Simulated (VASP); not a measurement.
# V (Fd-3m) in VASP: a series of runs

The runs below take V through single point, with LDA.

Program: VASP 6.6.1. These are calculated values, not measurements. Logs are shortened: lines on timing, memory, paths and dates and some standing lists are left out, and cuts for length are marked.

### Step 1. The cell of the first run

It takes space group Fd-3m (No. 227, cubic). Conventional cell: a = 4.297 Å, b = 4.297 Å, c = 4.297 Å, α = 90.00°, β = 90.00°, γ = 90.00°. Within 2.5 Å of V (site symmetry -43m) lie 4 V at 1.86 Å.

This isn't the form of V at room conditions, which is bcc.

### Step 2. Single point, LDA (9.92 Å³/atom)

INCAR reads:

```
  PREC = Accurate
  ENCUT = 520
  EDIFF = 1E-6
  ISMEAR = -1
  SIGMA = 0.05
  LREAL = F
  LASPH = T
  NELM = 60
  ALGO = Normal
  ISIF = 2
  LWAVE = F
  LCHARG = F
  GGA = CA
  NBANDS = 20
```

KPOINTS reads:

```
regular mesh
0
Gamma
  13 13 13
```

POSCAR reads:

```
V
1.0
    0.0000000000      2.1484385150      2.1484385150
    2.1484385150      0.0000000000      2.1484385150
    2.1484385150      2.1484385150      0.0000000000
V
2
Direct
   -0.1250000000     -0.1250000000     -0.1250000000
    0.1250000000      0.1250000000      0.1250000000
```

Potentials or basis: VASP PAW LDA potentials, release 64 (V_sv).

Started as:

```sh
> cat potpaw_LDA.64/V_sv/POTCAR > POTCAR
> mpirun -np 1 vasp_std > vasp.out
```

OUTCAR:

```text
PREC = Accurate
   ENCUT = 520
   EDIFF = 1E-6
   ISMEAR = -1
   LREAL = F
   LASPH = T
   NELM = 60
   ISIF = 2
   GGA = CA

 ion  position               nearest neighbor table
   1  0.875  0.875  0.875-   2 1.86   2 1.86   2 1.86   2 1.86
   2  0.125  0.125  0.125-   1 1.86   1 1.86   1 1.86   1 1.86

  LATTYP: Found a face centered cubic cell.
 ALAT       =     4.2968770300

  Lattice vectors:

 A1 = (   0.0000000000,   2.1484385150,   2.1484385150)
 A2 = (   2.1484385150,   0.0000000000,   2.1484385150)
 A3 = (   2.1484385150,   2.1484385150,   0.0000000000)

Analysis of symmetry for initial positions (statically):
=====================================================================
 Subroutine PRICEL returns:
 Original cell was already a primitive cell.

 Routine SETGRP: Setting up the symmetry group for a
 face centered cubic supercell.

 Subroutine GETGRP returns: Found 48 space group operations
 (whereof 12 operations were pure point group operations)
 out of a pool of 48 trial point group operations.

The static configuration has the point symmetry D_3d.
 The point group associated with its full space group is O_h .

Analysis of symmetry for dynamics (positions and initial velocities):
=====================================================================
 Subroutine PRICEL returns:
 Original cell was already a primitive cell.

 Routine SETGRP: Setting up the symmetry group for a
 face centered cubic supercell.

 Subroutine GETGRP returns: Found 48 space group operations
 (whereof 12 operations were pure point group operations)
 out of a pool of 48 trial point group operations.

The dynamic configuration has the point symmetry D_3d.
 The point group associated with its full space group is O_h .

 Subroutine INISYM returns: Found 48 space group operations
 (whereof 12 operations are pure point group operations),
 and found     1 'primitive' translations

----------------------------------------------------------------------------------------

                                     Primitive cell

  volume of cell :      19.8335

  direct lattice vectors                    reciprocal lattice vectors
     0.000000000  2.148438515  2.148438515    -0.232727163  0.232727163  0.232727163
     2.148438515  0.000000000  2.148438515     0.232727163 -0.232727163  0.232727163
     2.148438515  2.148438515  0.000000000     0.232727163  0.232727163 -0.232727163

  length of vectors
     3.038350886  3.038350886  3.038350886     0.403095270  0.403095270  0.403095270

  position of ions in fractional coordinates (direct lattice)
     0.875000000  0.875000000  0.875000000
     0.125000000  0.125000000  0.125000000

  ion indices of the primitive-cell ions
   primitive index   ion index
                 1           1
                 2           2

----------------------------------------------------------------------------------------

 KPOINTS: regular mesh

Automatic generation of k-mesh.
 Grid dimensions read from file:
 generate k-points for:   13   13   13

 Generating k-lattice:

  Cartesian coordinates                     Fractional coordinates (reciprocal lattice)
    -0.017902089  0.017902089  0.017902089     0.076923077  0.000000000  0.000000000
     0.017902089 -0.017902089  0.017902089     0.000000000  0.076923077  0.000000000
     0.017902089  0.017902089 -0.017902089     0.000000000  0.000000000  0.076923077

  Length of vectors
     0.031007328  0.031007328  0.031007328

  Shift w.r.t. Gamma in fractional coordinates (k-lattice)
     0.000000000  0.000000000  0.000000000

 Subroutine IBZKPT returns following result:
 ===========================================

 Found     84 irreducible k-points:

 Following reciprocal coordinates:
            Coordinates               Weight
  0.000000  0.000000  0.000000      1.000000
  0.076923  0.000000  0.000000      8.000000
  0.153846  0.000000  0.000000      8.000000
  0.230769  0.000000  0.000000      8.000000
  0.307692  0.000000  0.000000      8.000000
  0.384615  0.000000  0.000000      8.000000
[... 16 lines left out ...]
  0.384615  0.153846  0.000000     24.000000
  0.461538  0.153846  0.000000     24.000000
 [... further k-points ...]
   k-points           NKPTS =     84   k-points in BZ     NKDIM =     84   number of bands    NBANDS=     20
   number of dos      NEDOS =    301   number of ions     NIONS =      2
   total plane-waves  NPLWV =  13824
   dimension x,y,z NGX =    24 NGY =   24 NGZ =   24
   dimension x,y,z NGXF=    48 NGYF=   48 NGZF=   48
   ions per type =               2
   NGX,Y,Z   is equivalent  to a cutoff of  13.13, 13.13, 13.13 a.u.
   NGXF,Y,Z  is equivalent  to a cutoff of  26.26, 26.26, 26.26 a.u.
 SYSTEM =  unknown system
   PREC   = accura    normal or accurate (medium, high low for compatibility)
   ISTART =      0    job   : 0-new  1-cont  2-samecut
   ICHARG =      2    charge: 1-file 2-atom 10-const
   ISPIN  =      1    spin polarized calculation?
   LNONCOLLINEAR =      F non collinear calculations
   LSORBIT =      F    spin-orbit coupling
   LASPH  =      T    aspherical Exc in radial PAW
   ENCUT  =  520.0 eV  38.22 Ry    6.18 a.u.   5.65  5.65  5.65*2*pi/ulx,y,z
   NELM   =     60;   NELMIN=  2; NELMDL= -5     # of ELM steps
   EDIFF  = 0.1E-05   stopping-criterion for ELM
   LREAL  =      F    real-space projection
   EDIFFG = 0.1E-04   stopping-criterion for IOM
   NSW    =      0    number of steps for IOM
   IBRION =     -1    ionic relax: 0-MD 1-quasi-New 2-CG
   NFREE  =      0    steps in history (QN), initial steepest desc. (CG)
   ISIF   =      2    stress and relaxation
   ISYM   =      2    0-nonsym 1-usesym 2-fastsym
   POTIM  = 0.5000    time-step for ionic-motion
   TEBEG  =    0.0;   TEEND  =   0.0 temperature during run
   PSTRESS=    0.0 pullay stress
   NELECT =      26.0000    total number of electrons
   NUPDOWN=      -1.0000    fix difference up-down
   EMIN   =  10.00;   EMAX   =-10.00  energy-range for DOS
   EFERMI =   0.00;   METHOD = LEGACY
   ISMEAR =    -1;   SIGMA  =   0.05  broadening in eV -4-tet -1-fermi 0-gaus
   EFERMI_NEDOS =   21; number of points for ismear=-14 and -15
   IALGO  =     38    algorithm
   IMIX   =      4    mixing-type and parameters
     AMIX     =   0.40;   BMIX     =  1.00
     AMIX_MAG =   1.60;   BMIX_MAG =  1.00
  volume/ion in A,a.u.               =       9.92        66.92
  Fermi-wavevector in a.u.,A,eV,Ry     =   1.791704  3.385830 43.677484  3.210205
  Thomas-Fermi vector in A             =   2.854218
   LORBIT       =      0    0 simple, 1 ext, 2 COOP (PROOUT), +10 PAW based schemes
   GGA     = CA    functional components
   LHFCALC =     F    Hartree Fock is set to
   AEXX    =    0.0000 exact exchange contribution
   IVDW    =     0    specifies the selected vdW correction
   LEPSILON=     F    determine dielectric tensor
   LRPA    =     F    only Hartree local field effects (RPA)
 non-spin polarized calculation
  energy-cutoff  :      520.00
  volume of cell :       19.83
 maximum number of plane-waves:       548
   NGX = 11   NGY = 11   NGZ = 11

 number of electron      26.0000016 magnetization

 Free energy of the ion-electron system (eV)
  ---------------------------------------------------
  ext. energy  EPLUGINS =         0.00000000
  ---------------------------------------------------
  free energy    TOTEN  =       -11.40424004 eV

  energy without entropy =      -11.38659417  energy(sigma->0) =      -11.39541711

 E-fermi :  14.4553     XC(G=0): -14.5525

 val. band max:       14.4392933959   @ k =   0.3077   0.0000   0.0000
 cond. band min:      14.4715905865   @ k =   0.4615   0.2308   0.0769
 fundamental gap:      0.0322971906
 Fermi energy:        14.4553466636

 k-point     1 :       0.0000    0.0000    0.0000
  band No.  band energies     occupation
      1     -50.5240      2.00000
      2     -46.4939      2.00000
      3     -24.7655      2.00000
      4     -24.7655      2.00000
      5     -24.7655      2.00000
      6     -21.4563      2.00000
[... 12 lines left out ...]
     19      21.1248      0.00000
     20      30.5581      0.00000

 k-point     2 :       0.0769    0.0000    0.0000
  band No.  band energies     occupation
      1     -50.4852      2.00000
      2     -46.5450      2.00000
      3     -24.8001      2.00000
      4     -24.8001      2.00000
      5     -24.7734      2.00000
      6     -21.4344      2.00000
[... 12 lines left out ...]
     19      21.1158      0.00000
     20      29.3972      0.00000

 k-point     3 :       0.1538    0.0000    0.0000
  band No.  band energies     occupation
      1     -50.3724      2.00000
      2     -46.6917      2.00000
      3     -24.8916      2.00000
      4     -24.8916      2.00000
      5     -24.7990      2.00000
      6     -21.3684      2.00000
[... 12 lines left out ...]
     19      21.0791      0.00000
     20      28.3032      0.00000

 k-point     4 :       0.2308    0.0000    0.0000
  band No.  band energies     occupation
      1     -50.1970      2.00000
      2     -46.9143      2.00000
      3     -25.0119      2.00000
      4     -25.0119      2.00000
      5     -24.8434      2.00000
      6     -21.2630      2.00000
[... 12 lines left out ...]
     19      20.9905      0.00000
     20      27.4226      0.00000

 k-point     5 :       0.3077    0.0000    0.0000
  band No.  band energies     occupation
      1     -49.9819      2.00000
      2     -47.1791      2.00000
      3     -25.1301      2.00000
      4     -25.1301      2.00000
      5     -24.8997      2.00000
      6     -21.1368      2.00000
[... 12 lines left out ...]
     19      20.8237      0.00000
     20      26.1263      0.00000
[... 353 lines left out ...]
      6     -21.7146      2.00000
[... 12 lines left out ...]
     19      21.5010      0.00000
     20      27.6133      0.00000

 k-point    22 :       0.3077    0.1538    0.0000
  band No.  band energies     occupation
      1     -49.9927      2.00000
      2     -47.1657      2.00000
      3     -25.3452      2.00000
      4     -25.2866      2.00000
      5     -24.3712      2.00000
      6     -21.7134      2.00000
[... 12 lines left out ...]
     19      21.4269      0.00000
     20      27.0164      0.00000

 k-point    23 :       0.3846    0.1538    0.0000
  band No.  band energies     occupation
      1     -49.7713      2.00000
      2     -47.4295      2.00000
      3     -25.5095      2.00000
      4     -25.3698      2.00000
      5     -24.3353      2.00000
      6     -21.6680      2.00000
[... 12 lines left out ...]
     19      21.2021      0.00000
     20      25.4601      0.00000

 k-point    24 :       0.4615    0.1538    0.0000
  band No.  band energies     occupation
      1     -49.5683      2.00000
      2     -47.6637      2.00000
      3     -25.6430      2.00000
      4     -25.4069      2.00000
      5     -24.3268      2.00000
      6     -21.6026      2.00000
[... 12 lines left out ...]
     19      20.7809      0.00000
     20      23.5472      0.00000

 [... further k-points ...]

------------------------ aborting loop because EDIFF is reached ----------------------------------------

  FORCE on cell =-STRESS in cart. coord.  units (eV):
  Direction    XX          YY          ZZ          XY          YZ          ZX
  --------------------------------------------------------------------------------------
  -------------------------------------------------------------------------------------
  Total       18.1316994     18.1316994     18.1316994     -0.0000000      0.0000000      0.0000000
  in kB     1464.7054929   1464.7054929   1464.7054929     -0.0000000      0.0000000      0.0000000
  external PRESSURE =    1464.7054929 kB  Pullay stress =       0.0000000 kB

 VOLUME and BASIS-vectors are now :
 -----------------------------------------------------------------------------
  energy-cutoff  :      520.00
  volume of cell :       19.83
      direct lattice vectors                 reciprocal lattice vectors
     0.000000000  2.148438515  2.148438515    -0.232727163  0.232727163  0.232727163
     2.148438515  0.000000000  2.148438515     0.232727163 -0.232727163  0.232727163
     2.148438515  2.148438515  0.000000000     0.232727163  0.232727163 -0.232727163

 POSITION                                       TOTAL-FORCE (eV/Angst)
 -----------------------------------------------------------------------------------
      3.75977      3.75977      3.75977        -0.000000      0.000000      0.000000
      0.53711      0.53711      0.53711         0.000000     -0.000000     -0.000000
 -----------------------------------------------------------------------------------
    total drift:                                0.000000      0.000000      0.000000

  FREE ENERGIE OF THE ION-ELECTRON SYSTEM (eV)
  ---------------------------------------------------
  free  energy   TOTEN  =       -11.4042400438 eV

  energy  without entropy=      -11.3865941671  energy(sigma->0) =      -11.39541711
```

It took 16 s on 1 thread of Intel Xeon Platinum 8375C at 2.90GHz (Ice Lake), shared host; peak memory 0.14 GiB.

Results:

```
Free energy            : -11.4042 eV
Pressure               : 146.5 GPa
Band gap on the k mesh : zero (bands 13 and 14 overlap by 2.61 eV)
```

Caveat: atoms lie so close that the PAW spheres overlap strongly, which falsifies energies and pressures; the cell stands under pressure.

### Step 3. Single point, LDA (11.24 Å³/atom)

This run uses another cell than the first one, of 11.24 Å³/atom.

INCAR reads:

```
PREC = Accurate
ENCUT = 520
EDIFF = 1E-6
ISMEAR = -1
SIGMA = 0.05
LREAL = F
LASPH = T
NELM = 80
ALGO = Normal
ISIF = 2
LWAVE = F
LCHARG = F
GGA = CA
NBANDS = 20
```

KPOINTS reads:

```
Automatic mesh
0
Gamma
  13 13 13
```

POSCAR reads:

```
V
1.0
    0.0000000000      2.2399697332      2.2399697332
    2.2399697332      0.0000000000      2.2399697332
    2.2399697332      2.2399697332      0.0000000000
V
2
Direct
   -0.1250000000     -0.1250000000     -0.1250000000
    0.1250000000      0.1250000000      0.1250000000
```

Potentials or basis: VASP PAW LDA potentials, release 64 (V_sv).

Started as:

```sh
> cat potpaw_LDA.64/V_sv/POTCAR > POTCAR
> mpirun -np 1 vasp_std > vasp.out
```

Wall time 16 s (1 thread of Intel Xeon Platinum 8375C at 2.90GHz (Ice Lake), shared host); peak memory 0.14 GiB.

Results (log left out):

```
Free energy            : -13.2151 eV
Pressure               : 79.6 GPa
Band gap on the k mesh : zero (bands 13 and 14 overlap by 2.61 eV)
```

Levels at points of the mesh, in eV from the Fermi level:
```csv
k point,band 11,band 12,band 13,band 14,band 15,band 16
"(0.00, 0.00, 0.00)",-3.10,-1.17,-1.17,-1.17,2.28,2.28
```

Caveat: atoms lie so close that the PAW spheres overlap strongly, which falsifies energies and pressures; the cell stands under pressure.
